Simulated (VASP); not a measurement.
# Al12Pt in VASP: notebook

Runs on Al12Pt. Level: PBEsol. Tasks: single point.

Everything below comes from runs of VASP 6.6.1. Logs are shortened: lines on timing, memory, paths and dates and some standing lists are left out, and cuts for length are marked.

**1. The cell of the first run**

The cell holds a slab with vacuum, 13 atoms: a = 5.728 Å, b = 5.728 Å, c = 16.677 Å, α = 90.00°, β = 90.00°, γ = 60.00°.

**2. Single point, PBEsol**

The input, INCAR:

```
SYSTEM = Al12Pt
ALGO = Normal
EDIFF = 1E-6
ENCUT = 520
GGA = PS
ISIF = 2
ISMEAR = -1
LASPH = .TRUE.
LCHARG = .FALSE.
LREAL = .FALSE.
LWAVE = .FALSE.
NBANDS = 35
NELM = 60
PREC = Accurate
SIGMA = 0.05
```

The input, KPOINTS:

```
k-points
0
G
  3 3 1
  0 0 0
```

The input, POSCAR:

```
Al12Pt
1.0
    5.7275650000      0.0000000000      0.0000000000
    2.8637820000      4.9602170000      0.0000000000
    0.0000000000      0.0000000000     16.6765370000
Al Pt
12 1
Direct
    0.1666666208      0.1666667003      0.0599644878
    0.6666667081      0.1666667003      0.0599644878
    0.1666666712      0.6666665995      0.0599644878
    0.6666667585      0.6666665995      0.0599644878
   -0.1621995149      0.3250335620      0.1962439804
    0.3330190114      0.3344248850      0.1957082577
   -0.1707163841      0.8385324674      0.2028608817
    0.3322894900      0.8385719818      0.2027130693
    0.0079125445     -0.0155408523      0.3490198235
    0.4987040653      0.0032555027      0.3431879173
   -0.0182533523      0.4773101661      0.3314864471
    0.5411467626      0.4778274821      0.3312037145
    0.2162070287      0.5689295448      0.4288485673
```

Potentials or basis: VASP PAW PBE potentials, release 64 (Al, Pt).

Command:

```console
$ cat potpaw_PBE.64/Al/POTCAR potpaw_PBE.64/Pt/POTCAR > POTCAR
$ mpirun -np 1 vasp_std > vasp.out
```

OUTCAR:

```text
SYSTEM = Al12Pt
   EDIFF = 1E-6
   ENCUT = 520
   GGA = PS
   ISIF = 2
   ISMEAR = -1
   LASPH = .TRUE.
   LREAL = .FALSE.
   NELM = 60
   PREC = Accurate

 ion  position               nearest neighbor table
   1  0.167  0.167  0.060-   5 2.80   6 2.81   2 2.86   4 2.86   3 2.86   3 2.86   2 2.86   4 2.86
                             8 2.88
   2  0.667  0.167  0.060-   5 2.80   6 2.80   1 2.86   4 2.86   3 2.86   3 2.86   4 2.86   1 2.86
                             7 2.89
   3  0.167  0.667  0.060-   6 2.80   4 2.86   1 2.86   2 2.86   2 2.86   1 2.86   4 2.86   8 2.91
                             7 2.91
   4  0.667  0.667  0.060-   5 2.83   3 2.86   1 2.86   2 2.86   2 2.86   3 2.86   1 2.86   8 2.90
                             7 2.90
   5  0.838  0.325  0.196-  12 2.69  11 2.69   1 2.80   2 2.80   8 2.81   7 2.81   4 2.83   6 2.86
                             6 2.86   7 2.92   8 2.92   9 3.06
   6  0.333  0.334  0.196-   3 2.80   2 2.80   1 2.81   7 2.84   8 2.84  12 2.86  11 2.86   5 2.86
                             5 2.86   8 2.89   7 2.89  10 2.96
   7  0.829  0.839  0.203-  11 2.80   5 2.81   6 2.84   8 2.85  10 2.86   8 2.88   2 2.89   6 2.89
                             4 2.90   3 2.91   5 2.92   9 2.92
   8  0.332  0.839  0.203-  12 2.80   5 2.81   6 2.84   7 2.85  10 2.86   7 2.88   1 2.88   6 2.89
                             4 2.90   3 2.91   5 2.92   9 2.92
   9  0.008  0.984  0.349-  13 2.45  11 2.77  12 2.77  10 2.87  10 2.87   7 2.92   8 2.92  12 3.00
                            11 3.00   5 3.06
  10  0.499  0.003  0.343-  11 2.85  12 2.85   7 2.86   8 2.86   9 2.87   9 2.87  12 2.90  11 2.90
                             6 2.96  13 3.15
  11  0.982  0.477  0.331-  13 2.33  12 2.52   5 2.69   9 2.77   7 2.80  10 2.85   6 2.86  10 2.90
                             9 3.00  12 3.21
  12  0.541  0.478  0.331-  13 2.33  11 2.52   5 2.69   9 2.77   8 2.80  10 2.85   6 2.86  10 2.90
                             9 3.00  11 3.21
  13  0.216  0.569  0.429-  12 2.33  11 2.33   9 2.45  10 3.15

  LATTYP: Found a hexagonal cell.
 ALAT       =     5.7275649303
 C/A-ratio  =     2.9116277516

  Lattice vectors:

 A1 = (  -2.8637820000,  -4.9602170000,   0.0000000000)
 A2 = (   5.7275650000,   0.0000000000,   0.0000000000)
 A3 = (   0.0000000000,   0.0000000000,  16.6765370000)

Analysis of symmetry for initial positions (statically):
=====================================================================
 Subroutine PRICEL returns:
 Original cell was already a primitive cell.

 Routine SETGRP: Setting up the symmetry group for a
 hexagonal supercell.

 Subroutine GETGRP returns: Found  1 space group operations
 (whereof  1 operations were pure point group operations)
 out of a pool of 24 trial point group operations.

The static configuration has the point symmetry C_1 .

Analysis of symmetry for dynamics (positions and initial velocities):
=====================================================================
 Subroutine PRICEL returns:
 Original cell was already a primitive cell.

 Routine SETGRP: Setting up the symmetry group for a
 hexagonal supercell.

 Subroutine GETGRP returns: Found  1 space group operations
 (whereof  1 operations were pure point group operations)
 out of a pool of 24 trial point group operations.

The dynamic configuration has the point symmetry C_1 .

 Subroutine INISYM returns: Found  1 space group operations
 (whereof  1 operations are pure point group operations),
 and found     1 'primitive' translations

----------------------------------------------------------------------------------------

                                     Primitive cell

  volume of cell :     473.7798

  direct lattice vectors                    reciprocal lattice vectors
     5.727565000  0.000000000  0.000000000     0.174594265 -0.100802024  0.000000000
     2.863782000  4.960217000  0.000000000     0.000000000  0.201604083  0.000000000
     0.000000000  0.000000000 16.676537000     0.000000000  0.000000000  0.059964488

  length of vectors
     5.727565000  5.727564930 16.676537000     0.201604081  0.201604083  0.059964488

[... 32 lines left out ...]

 KPOINTS: k-points

Automatic generation of k-mesh.
 Grid dimensions read from file:
 generate k-points for:    3    3    1

 Generating k-lattice:

  Cartesian coordinates                     Fractional coordinates (reciprocal lattice)
     0.058198088 -0.033600675  0.000000000     0.333333333  0.000000000  0.000000000
     0.000000000  0.067201361  0.000000000     0.000000000  0.333333333  0.000000000
     0.000000000  0.000000000  0.059964488     0.000000000  0.000000000  1.000000000

  Length of vectors
     0.067201360  0.067201361  0.059964488

  Shift w.r.t. Gamma in fractional coordinates (k-lattice)
     0.000000000  0.000000000  0.000000000

 Subroutine IBZKPT returns following result:
 ===========================================

 Found      5 irreducible k-points:

 Following reciprocal coordinates:
            Coordinates               Weight
  0.000000  0.000000  0.000000      1.000000
  0.333333  0.000000  0.000000      2.000000
  0.333333  0.333333  0.000000      2.000000
  0.000000  0.333333  0.000000      2.000000
 -0.333333  0.333333  0.000000      2.000000
   k-points           NKPTS =      5   k-points in BZ     NKDIM =      5   number of bands    NBANDS=     35
   number of dos      NEDOS =    301   number of ions     NIONS =     13
   total plane-waves  NPLWV = 290304
   dimension x,y,z NGX =    48 NGY =   48 NGZ =  126
   dimension x,y,z NGXF=    96 NGYF=   96 NGZF=  252
   ions per type =              12   1
   NGX,Y,Z   is equivalent  to a cutoff of  13.93, 13.93, 12.56 a.u.
   NGXF,Y,Z  is equivalent  to a cutoff of  27.86, 27.86, 25.12 a.u.
 SYSTEM =  Al12Pt
   PREC   = accura    normal or accurate (medium, high low for compatibility)
   ISTART =      0    job   : 0-new  1-cont  2-samecut
   ICHARG =      2    charge: 1-file 2-atom 10-const
   ISPIN  =      1    spin polarized calculation?
   LNONCOLLINEAR =      F non collinear calculations
   LSORBIT =      F    spin-orbit coupling
   LASPH  =      T    aspherical Exc in radial PAW
   ENCUT  =  520.0 eV  38.22 Ry    6.18 a.u.  10.65 10.65 31.01*2*pi/ulx,y,z
   NELM   =     60;   NELMIN=  2; NELMDL= -5     # of ELM steps
   EDIFF  = 0.1E-05   stopping-criterion for ELM
   LREAL  =      F    real-space projection
   EDIFFG = 0.1E-04   stopping-criterion for IOM
   NSW    =      0    number of steps for IOM
   IBRION =     -1    ionic relax: 0-MD 1-quasi-New 2-CG
   NFREE  =      0    steps in history (QN), initial steepest desc. (CG)
   ISIF   =      2    stress and relaxation
   ISYM   =      2    0-nonsym 1-usesym 2-fastsym
   POTIM  = 0.5000    time-step for ionic-motion
   TEBEG  =    0.0;   TEEND  =   0.0 temperature during run
   PSTRESS=    0.0 pullay stress
   NELECT =      46.0000    total number of electrons
   NUPDOWN=      -1.0000    fix difference up-down
   EMIN   =  10.00;   EMAX   =-10.00  energy-range for DOS
   EFERMI =   0.00;   METHOD = LEGACY
   ISMEAR =    -1;   SIGMA  =   0.05  broadening in eV -4-tet -1-fermi 0-gaus
   EFERMI_NEDOS =   21; number of points for ismear=-14 and -15
   IALGO  =     38    algorithm
   IMIX   =      4    mixing-type and parameters
     AMIX     =   0.40;   BMIX     =  1.00
     AMIX_MAG =   1.60;   BMIX_MAG =  1.00
  volume/ion in A,a.u.               =      36.44       245.94
  Fermi-wavevector in a.u.,A,eV,Ry     =   0.752434  1.421895  7.703039  0.566157
  Thomas-Fermi vector in A             =   1.849644
   LORBIT       =      0    0 simple, 1 ext, 2 COOP (PROOUT), +10 PAW based schemes
   GGA     = PS    functional components
   LHFCALC =     F    Hartree Fock is set to
   AEXX    =    0.0000 exact exchange contribution
   IVDW    =     0    specifies the selected vdW correction
   LEPSILON=     F    determine dielectric tensor
   LRPA    =     F    only Hartree local field effects (RPA)
 non-spin polarized calculation
  energy-cutoff  :      520.00
  volume of cell :      473.78
 maximum number of plane-waves:     12795
 NGX is ok and might be reduce to    42
   NGX = 21   NGY = 21   NGZ = 63

 number of electron      46.0000001 magnetization

 Free energy of the ion-electron system (eV)
  ---------------------------------------------------
  ext. energy  EPLUGINS =         0.00000000
  ---------------------------------------------------
  free energy    TOTEN  =       -52.98549287 eV

  energy without entropy =      -52.89359935  energy(sigma->0) =      -52.93954611

 E-fermi :   1.4073     XC(G=0):  -5.7807

 val. band max:        1.3677297326   @ k =   0.3333   0.3333   0.0000
 cond. band min:       1.4412151419   @ k =   0.0000   0.3333   0.0000
 fundamental gap:      0.0734854093
 Fermi energy:         1.4073358844

 k-point     1 :       0.0000    0.0000    0.0000
  band No.  band energies     occupation
      1      -9.0810      2.00000
      2      -7.4641      2.00000
      3      -5.0196      2.00000
      4      -3.5628      2.00000
      5      -3.5008      2.00000
      6      -3.3943      2.00000
[... 179 lines left out ...]
     34       4.6478      0.00000
     35       4.7770      0.00000

------------------------ aborting loop because EDIFF is reached ----------------------------------------

  FORCE on cell =-STRESS in cart. coord.  units (eV):
  Direction    XX          YY          ZZ          XY          YZ          ZX
  --------------------------------------------------------------------------------------
  -------------------------------------------------------------------------------------
  Total       -0.2532346     -5.4033685      0.0558990     -0.0166542      0.7628517     -0.0182530
  in kB       -0.8563614    -18.2725262      0.1890333     -0.0563193      2.5797291     -0.0617261
  external PRESSURE =      -6.3132847 kB  Pullay stress =       0.0000000 kB

 VOLUME and BASIS-vectors are now :
 -----------------------------------------------------------------------------
  energy-cutoff  :      520.00
  volume of cell :      473.78
      direct lattice vectors                 reciprocal lattice vectors
     5.727565000  0.000000000  0.000000000     0.174594265 -0.100802024  0.000000000
     2.863782000  4.960217000  0.000000000     0.000000000  0.201604083  0.000000000
     0.000000000  0.000000000 16.676537000     0.000000000  0.000000000  0.059964488

 POSITION                                       TOTAL-FORCE (eV/Angst)
 -----------------------------------------------------------------------------------
      1.43189      0.82670      1.00000         0.145690     -0.006560     -0.097404
      4.29567      0.82670      1.00000        -0.144100     -0.007945     -0.095716
      2.86378      3.30681      1.00000         0.000220     -0.093797      0.210309
      5.72757      3.30681      1.00000         0.000822      0.058915     -0.020627
      5.72938      1.61224      3.27267        -0.000027     -0.010381     -0.000362
      2.86511      1.65882      3.26374        -0.001653     -0.017369      0.016312
      7.15115      4.15930      3.38302        -0.000484     -0.024063     -0.014179
      4.30470      4.15950      3.38055         0.001845     -0.023430     -0.011347
      2.86460      4.88313      5.82044        -0.000174      0.036992     -0.017688
      2.86568      0.01615      5.72319        -0.001714     -0.021807     -0.039618
      6.98993      2.36756      5.52805         0.012761     -0.056444      0.016284
      4.46785      2.37013      5.52333        -0.008953     -0.060641      0.020757
      2.86763      2.82201      7.15171        -0.004232      0.226531      0.033279
 -----------------------------------------------------------------------------------
    total drift:                               -0.000002      0.000249     -0.000338

  FREE ENERGIE OF THE ION-ELECTRON SYSTEM (eV)
  ---------------------------------------------------
  free  energy   TOTEN  =       -52.9854928657 eV

  energy  without entropy=      -52.8935993483  energy(sigma->0) =      -52.93954611
```

Wall time 1.9 min (1 thread of AMD EPYC 9R45 (Zen 5), shared host); peak memory 0.59 GiB.

Results:

- Free energy: -52.9855 eV
- Largest force: 0.230 eV/Å
- Band gap on the k mesh: zero (bands 23 and 24 overlap by 0.08 eV)

Forces in eV/Å, atoms in the order of the input:
```
Al   0.146 -0.007 -0.097
Al  -0.144 -0.008 -0.096
Al   0.000 -0.094  0.210
Al   0.001  0.059 -0.021
Al   0.000 -0.010  0.000
Al  -0.002 -0.017  0.016
Al   0.000 -0.024 -0.014
Al   0.002 -0.023 -0.011
Al   0.000  0.037 -0.018
Al  -0.002 -0.022 -0.040
Al   0.013 -0.056  0.016
Al  -0.009 -0.061  0.021
Pt  -0.004  0.227  0.033
```

Caveat: the k points lie up to 0.42 Å⁻¹ apart; the PAW data sets were made with another functional, which shifts forces and pressure a little; spin-orbit coupling is left out, which moves the levels of the heavy elements.

**3. Single point, PBEsol**

The input, INCAR:

```
SYSTEM = Al12Pt
PREC = Accurate ; ENCUT = 520
EDIFF = 1E-6 ; ISMEAR = -1
SIGMA = 0.05 ; LREAL = .False.
LASPH = .True. ; NELM = 100
ALGO = Normal ; ISIF = 2
LWAVE = .False. ; LCHARG = .False.
GGA = PS ; NBANDS = 35
```

The input, KPOINTS:

```
Automatic mesh
0
Gamma
  3 3 1
  0 0 0
```

The input, POSCAR:

```
Al12Pt
1.0
    5.7275650000      0.0000000000      0.0000000000
    2.8637820000      4.9602170000      0.0000000000
    0.0000000000      0.0000000000     16.6765370000
Al Pt
12 1
Direct
    0.1666666208      0.1666667003      0.0599644878
    0.6666667081      0.1666667003      0.0599644878
    0.1666666712      0.6666665995      0.0599644878
    0.6666667585      0.6666665995      0.0599644878
   -0.1647381333      0.3301293068      0.1958881511
    0.3283288054      0.3439198325      0.1938142793
   -0.1756187999      0.8499442666      0.2047178620
    0.3253928544      0.8501402257      0.2042798814
    0.0179333048     -0.0353938144      0.3521762342
    0.4938331611      0.0135127153      0.3495024177
   -0.0356445847      0.5032330239      0.3286372345
    0.5315784687      0.5049287158      0.3280362704
    0.2708901016      0.4603141355      0.4255852399
```

Potentials or basis: VASP PAW PBE potentials, release 64 (Al, Pt).

Command:

```console
$ cat potpaw_PBE.64/Al/POTCAR potpaw_PBE.64/Pt/POTCAR > POTCAR
$ mpirun -np 1 vasp_std > vasp.out
```

It took 2.2 min on 1 thread of AMD EPYC 9R45 (Zen 5), shared host; peak memory 0.59 GiB.

It converged, with:

```yaml
Free_energy: -52.9593 eV
Largest_force: 0.309 eV/Å
Band_gap_on_the_k_mesh: zero (bands 23 and 24 overlap by 0.09 eV)
```

Forces in eV/Å, atoms in the order of the input:
```
Al   0.291  0.080 -0.065
Al  -0.291  0.076 -0.059
Al   0.000 -0.210  0.079
Al   0.002  0.100  0.032
Al   0.000  0.012 -0.012
Al  -0.003  0.011 -0.001
Al   0.003  0.014  0.013
Al  -0.002  0.017  0.018
Al  -0.002 -0.021  0.007
Al  -0.002 -0.010  0.010
Al   0.002  0.029 -0.012
Al   0.004  0.024 -0.002
Pt  -0.002 -0.123 -0.009
```

Levels at points of the mesh, in eV from the Fermi level:
```
           k point  band 20  band 21  band 22  band 23  band 24  band 25  band 26  band 27
(0.00, 0.00, 0.00)    -1.97    -1.81    -0.71    -0.41    -0.06    -0.01     0.09     0.18
```

Caveat: the k points lie up to 0.42 Å⁻¹ apart; the PAW data sets were made with another functional, which shifts forces and pressure a little; spin-orbit coupling is left out, which moves the levels of the heavy elements.

**4. Single point, PBEsol**

The input, INCAR:

```
SYSTEM = Al12Pt
PREC = Accurate ; ENCUT = 520
EDIFF = 1E-7 ; ISMEAR = -1
SIGMA = 0.05 ; LREAL = .False.
LASPH = .True. ; NELM = 80
ALGO = Normal ; ISIF = 2
LWAVE = .False. ; LCHARG = .True.
GGA = PS ; LELF = .True.
LVHAR = .True. ; NBANDS = 35
```

The input, KPOINTS:

```
regular mesh
0
Gamma
  3 3 1
  0 0 0
```

The input, POSCAR:

```
Al12Pt
1.0
    5.7275650000      0.0000000000      0.0000000000
    2.8637820000      4.9602170000      0.0000000000
    0.0000000000      0.0000000000     16.6765370000
Al Pt
12 1
Direct
    0.1666666208      0.1666667003      0.0599644878
    0.6666667081      0.1666667003      0.0599644878
    0.1666666712      0.6666665995      0.0599644878
    0.6666667585      0.6666665995      0.0599644878
   -0.1695430276      0.3364832627      0.1990714259
    0.3273540937      0.3431906306      0.1942611347
   -0.1728511398      0.8458992822      0.2007786749
    0.3263148825      0.8449952895      0.2013949899
   -0.0018668854      0.0040560725      0.3411377314
    0.5037695591     -0.0071946449      0.3389433310
   -0.0363406892      0.5242143640      0.3321346632
    0.5106032343      0.5228033370      0.3337012954
    0.3112420010      0.3686733867      0.4263873249
```

Command:

```console
$ cat potpaw_PBE.64/Al/POTCAR potpaw_PBE.64/Pt/POTCAR > POTCAR
$ mpirun -np 1 vasp_std > vasp.out
```

Run time: 2.5 min. Hardware: 1 thread of AMD EPYC 9R45 (Zen 5), shared host; peak memory 0.59 GiB.

The run converged. Its results:

- Free energy: -53.0603 eV
- Largest force: 0.278 eV/Å

Forces on the atoms (eV/Å):
```
Al   0.229  0.144 -0.008
Al  -0.234  0.149 -0.019
Al   0.002 -0.227  0.013
Al  -0.006  0.033  0.033
Al   0.001  0.000  0.014
Al   0.001 -0.010  0.004
Al   0.005 -0.008 -0.013
Al  -0.003 -0.007 -0.018
Al  -0.005  0.035 -0.019
Al  -0.010 -0.034 -0.042
Al   0.007  0.005  0.029
Al  -0.011  0.011  0.011
Pt   0.024 -0.092  0.014
```

Levels at points of the mesh, in eV from the Fermi level:
```tsv
k point	band 21	band 22	band 23	band 24	band 25	band 26
(0.00, 0.00, 0.00)	-1.87	-0.74	-0.48	0.02	0.03	0.16
```

Caveat: the k points lie up to 0.42 Å⁻¹ apart; the PAW data sets were made with another functional, which shifts forces and pressure a little; spin-orbit coupling is left out, which moves the levels of the heavy elements.

(Continued in part 2 of 2.)
